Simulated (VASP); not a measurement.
# MgS (Fm-3m) in VASP: single point with r2SCAN

Aim: the single point of MgS with r2SCAN.

Program: VASP 6.6.1. These are calculated values, not measurements. Logs are shortened: lines on timing, memory, paths and dates and some standing lists are left out, and cuts for length are marked.

**1. The cell of the first run**

Symmetry: Fm-3m, No. 225, cubic system. Conventional cell: a = 5.029 Å, b = 5.029 Å, c = 5.029 Å, α = 90.00°, β = 90.00°, γ = 90.00°. Within 3.3 Å of Mg (site symmetry m-3m) lie 6 S at 2.51 Å. Within 3.3 Å of S (site symmetry m-3m) lie 6 Mg at 2.51 Å.

**2. Single point, r2SCAN**

POSCAR reads:

```
MgS
1.0
    0.0000000000      2.5145486858      2.5145486858
    2.5145486858      0.0000000000      2.5145486858
    2.5145486858      2.5145486858      0.0000000000
Mg S
1 1
Direct
    0.0000000000      0.0000000000      0.0000000000
    0.5000000000      0.5000000000      0.5000000000
```

INCAR.step1 reads:

```
PREC = Accurate ; ENCUT = 920
ISMEAR = 0 ; SIGMA = 0.01
LREAL = False ; LASPH = True
NELM = 120 ; NBANDS = 15
GGA = PE ; ALGO = Normal
EDIFF = 1E-5 ; LWAVE = True
LCHARG = False ; GGA_COMPAT = False
```

INCAR.step2 reads:

```
PREC = Accurate ; ENCUT = 920
EDIFF = 1E-6 ; ISMEAR = 0
SIGMA = 0.01 ; LREAL = False
LASPH = True ; NELM = 120
ALGO = Normal ; ISIF = 2
LWAVE = False ; LCHARG = False
METAGGA = R2SCAN ; LMIXTAU = True
NBANDS = 15 ; ISTART = 1
GGA_COMPAT = False
```

KPOINTS reads:

```
regular mesh
0
Gamma
  8 8 8
```

Potentials or basis: VASP PAW PBE potentials, release 64 (Mg_sv, S).

Command:

```
$ cat potpaw_PBE.64/Mg_sv/POTCAR potpaw_PBE.64/S/POTCAR > POTCAR
$ cp INCAR.step1 INCAR
$ mpirun -np 1 vasp_std > vasp.out
$ cp INCAR.step2 INCAR
$ mpirun -np 1 vasp_std > vasp.out
```

OUTCAR:

```text
PREC = Accurate
   ENCUT = 920
   EDIFF = 1E-6
   ISMEAR = 0
   LREAL = False
   LASPH = True
   NELM = 120
   ISIF = 2
   METAGGA = R2SCAN
   ISTART = 1

 ion  position               nearest neighbor table
   1  0.000  0.000  0.000-   2 2.51   2 2.51   2 2.51   2 2.51   2 2.51   2 2.51
   2  0.500  0.500  0.500-   1 2.51   1 2.51   1 2.51   1 2.51   1 2.51   1 2.51

  LATTYP: Found a face centered cubic cell.
 ALAT       =     5.0290973716

  Lattice vectors:

 A1 = (   0.0000000000,   2.5145486858,   2.5145486858)
 A2 = (   2.5145486858,   0.0000000000,   2.5145486858)
 A3 = (   2.5145486858,   2.5145486858,   0.0000000000)

Analysis of symmetry for initial positions (statically):
=====================================================================
 Subroutine PRICEL returns:
 Original cell was already a primitive cell.

 Routine SETGRP: Setting up the symmetry group for a
 face centered cubic supercell.

 Subroutine GETGRP returns: Found 48 space group operations
 (whereof 48 operations were pure point group operations)
 out of a pool of 48 trial point group operations.

The static configuration has the point symmetry O_h .

Analysis of symmetry for dynamics (positions and initial velocities):
=====================================================================
 Subroutine PRICEL returns:
 Original cell was already a primitive cell.

 Routine SETGRP: Setting up the symmetry group for a
 face centered cubic supercell.

 Subroutine GETGRP returns: Found 48 space group operations
 (whereof 48 operations were pure point group operations)
 out of a pool of 48 trial point group operations.

The dynamic configuration has the point symmetry O_h .

 Subroutine INISYM returns: Found 48 space group operations
 (whereof 48 operations are pure point group operations),
 and found     1 'primitive' translations

----------------------------------------------------------------------------------------

                                     Primitive cell

  volume of cell :      31.7988

  direct lattice vectors                    reciprocal lattice vectors
     0.000000000  2.514548686  2.514548686    -0.198842839  0.198842839  0.198842839
     2.514548686  0.000000000  2.514548686     0.198842839 -0.198842839  0.198842839
     2.514548686  2.514548686  0.000000000     0.198842839  0.198842839 -0.198842839

  length of vectors
     3.556108855  3.556108855  3.556108855     0.344405900  0.344405900  0.344405900

  position of ions in fractional coordinates (direct lattice)
[... 77 lines left out ...]
   ENCUT  =  920.0 eV  67.62 Ry    8.22 a.u.   8.79  8.79  8.79*2*pi/ulx,y,z
   NELM   =    120;   NELMIN=  2; NELMDL=  0     # of ELM steps
   EDIFF  = 0.1E-05   stopping-criterion for ELM
   LREAL  =      F    real-space projection
[... 7 lines left out ...]
   TEBEG  =    0.0;   TEEND  =   0.0 temperature during run
   PSTRESS=    0.0 pullay stress
   NELECT =      16.0000    total number of electrons
   NUPDOWN=      -1.0000    fix difference up-down
   EMIN   =  10.00;   EMAX   =-10.00  energy-range for DOS
   EFERMI =   0.00;   METHOD = LEGACY
   ISMEAR =     0;   SIGMA  =   0.01  broadening in eV -4-tet -1-fermi 0-gaus
   EFERMI_NEDOS =   21; number of points for ismear=-14 and -15
   IALGO  =     38    algorithm
   IMIX   =      4    mixing-type and parameters
     AMIX     =   0.40;   BMIX     =  1.00
     AMIX_MAG =   1.60;   BMIX_MAG =  1.00
  volume/ion in A,a.u.               =      15.90       107.29
  Fermi-wavevector in a.u.,A,eV,Ry     =   1.302101  2.460615 23.068240  1.695468
  Thomas-Fermi vector in A             =   2.433191
   LORBIT       =      0    0 simple, 1 ext, 2 COOP (PROOUT), +10 PAW based schemes
   METAGGA = R2SCAN    functional components
   LHFCALC =     F    Hartree Fock is set to
   AEXX    =    0.0000 exact exchange contribution
   IVDW    =     0    specifies the selected vdW correction
   LEPSILON=     F    determine dielectric tensor
   LRPA    =     F    only Hartree local field effects (RPA)
 non-spin polarized calculation
 Gauss-broadening in eV      SIGMA  =   0.01
  energy-cutoff  :      920.00
  volume of cell :       31.80
 maximum number of plane-waves:      2044
   NGX = 17   NGY = 17   NGZ = 17

 number of electron      16.0000001 magnetization

 Free energy of the ion-electron system (eV)
  ---------------------------------------------------
  ext. energy  EPLUGINS =         0.00000000
  ---------------------------------------------------
  free energy    TOTEN  =       -15.44538947 eV

  energy without entropy =      -15.44538947  energy(sigma->0) =      -15.44538947

 E-fermi :   4.3619     XC(G=0): -10.8155

 val. band max:        4.3050191728   @ k =   0.0000   0.0000   0.0000
 cond. band min:       8.0069437920   @ k =   0.5000   0.5000   0.0000
 fundamental gap:      3.7019246192
 Fermi energy:         4.3619011357

 k-point     1 :       0.0000    0.0000    0.0000
  band No.  band energies     occupation
      1     -73.0829      2.00000
      2     -38.1929      2.00000
      3     -38.1929      2.00000
      4     -38.1929      2.00000
      5      -9.5170      2.00000
      6       4.3050      2.00000
      7       4.3050      2.00000
      8       4.3050      2.00000
      9       9.8737      0.00000
     10      12.7390      0.00000
     11      12.7390      0.00000
     12      12.7390      0.00000
     13      15.3561      0.00000
     14      15.3561      0.00000
[... 401 lines left out ...]
      2     -38.2022      2.00000
      3     -38.1969      2.00000
      4     -38.1952      2.00000
      5      -7.6524      2.00000
      6      -0.5768      2.00000
      7       1.8115      2.00000
      8       2.9283      2.00000
      9      10.7841      0.00000
     10      11.2919      0.00000
     11      13.7563      0.00000
     12      15.0284      0.00000
     13      17.8966      0.00000
     14      19.7858      0.00000
     15      21.4958      0.00000

 [... further k-points ...]
[... 5 lines left out ...]
  --------------------------------------------------------------------------------------
  -------------------------------------------------------------------------------------
  Total        2.0050028      2.0050028      2.0050028      0.0000000      0.0000000      0.0000000
  in kB      101.0218744    101.0218744    101.0218744      0.0000000      0.0000000      0.0000000
  external PRESSURE =     101.0218744 kB  Pullay stress =       0.0000000 kB

 VOLUME and BASIS-vectors are now :
 -----------------------------------------------------------------------------
  energy-cutoff  :      920.00
  volume of cell :       31.80
      direct lattice vectors                 reciprocal lattice vectors
     0.000000000  2.514548686  2.514548686    -0.198842839  0.198842839  0.198842839
     2.514548686  0.000000000  2.514548686     0.198842839 -0.198842839  0.198842839
     2.514548686  2.514548686  0.000000000     0.198842839  0.198842839 -0.198842839

 POSITION                                       TOTAL-FORCE (eV/Angst)
 -----------------------------------------------------------------------------------
      0.00000      0.00000      0.00000         0.000000      0.000000      0.000000
      2.51455      2.51455      2.51455        -0.000000     -0.000000     -0.000000
 -----------------------------------------------------------------------------------
    total drift:                                0.000000      0.000000      0.000000

  FREE ENERGIE OF THE ION-ELECTRON SYSTEM (eV)
  ---------------------------------------------------
  free  energy   TOTEN  =       -15.4453894714 eV

  energy  without entropy=      -15.4453894714  energy(sigma->0) =      -15.44538947
```

OSZICAR.step1:

```text
N       E                     dE             d eps       ncg     rms          rms(c)
DAV:   1     0.144347116939E+03    0.14435E+03   -0.12938E+04   870   0.172E+03
DAV:   2    -0.209927035510E+01   -0.14645E+03   -0.13822E+03  1045   0.368E+02
DAV:   3    -0.863653122873E+01   -0.65373E+01   -0.64773E+01  1253   0.728E+01
DAV:   4    -0.876943091052E+01   -0.13290E+00   -0.13286E+00  1011   0.984E+00
DAV:   5    -0.877271578372E+01   -0.32849E-02   -0.32848E-02  1242   0.131E+00    0.649E+00
DAV:   6    -0.842554842928E+01    0.34717E+00   -0.32180E-01  1045   0.412E+00    0.432E+00
DAV:   7    -0.837821238285E+01    0.47336E-01   -0.16418E-01  1178   0.270E+00    0.228E+00
DAV:   8    -0.837811455843E+01    0.97824E-04   -0.22976E-02  1066   0.121E+00    0.584E-01
DAV:   9    -0.837770094332E+01    0.41362E-03   -0.81745E-04  1052   0.285E-01    0.125E-01
DAV:  10    -0.837778197741E+01   -0.81034E-04   -0.14434E-04  1139   0.102E-01    0.107E-01
DAV:  11    -0.837776731136E+01    0.14666E-04   -0.43448E-05  1073   0.593E-02    0.424E-03
DAV:  12    -0.837776745445E+01   -0.14309E-06   -0.16203E-06   568   0.115E-02
   1 F= -.83777675E+01 E0= -.83777675E+01  d E =-.109926-164
```

It took 2.8 min on 1 thread of Intel Xeon Platinum 8259CL at 2.50GHz (Skylake/Cascade Lake), shared host; peak memory 0.22 GiB.

What came out:

| Item | Value |
| --- | --- |
| Free energy | -15.4454 eV |
| Pressure | 10.1 GPa |
| Band gap on the k mesh | 3.70 eV (least direct gap 5.57 eV) |

Caveat: the cell stands under pressure; the PAW data sets were made with another functional, which shifts forces and pressure a little. A k mesh can miss the band edges.
